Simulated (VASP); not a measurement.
Here is a VASP 6.6.1 calculation.

Contents of INCAR:

```
SYSTEM = Al
ALGO     = Fast           ! electronic algorithm
EDIFF    = 1E-6           ! SCF threshold, eV
ENCUT    = 520            ! plane-wave cutoff, eV
GGA      = PE             ! functional
ISIF     = 2              ! what is computed and relaxed
ISMEAR   = 0              ! smearing method
LASPH    = .True.         ! aspherical terms in the spheres
LCHARG   = .False.        ! write CHGCAR
LREAL    = .False.        ! projectors in reciprocal space
LWAVE    = .False.        ! write WAVECAR
NBANDS   = 8              ! bands
NELM     = 80             ! most SCF steps
PREC     = Accurate       ! precision mode
SIGMA    = 0.1            ! smearing width, eV
```

File KPOINTS:

```
k-points
0
Gamma
  18 18 18
  0 0 0
```

The input POSCAR:

```
Al
1.0
    0.0000000000      2.0207284184      2.0207284184
    2.0207284184      0.0000000000      2.0207284184
    2.0207284184      2.0207284184      0.0000000000
Al
1
Direct
    0.0000000000      0.0000000000      0.0000000000
```

Potentials or basis: VASP PAW PBE potentials, release 64 (Al).

Run with:

```console
$ cat potpaw_PBE.64/Al/POTCAR > POTCAR
$ mpirun -np 1 vasp_std > vasp.out
```

Question: Estimate the pressure.

Answer: 0.0 GPa.
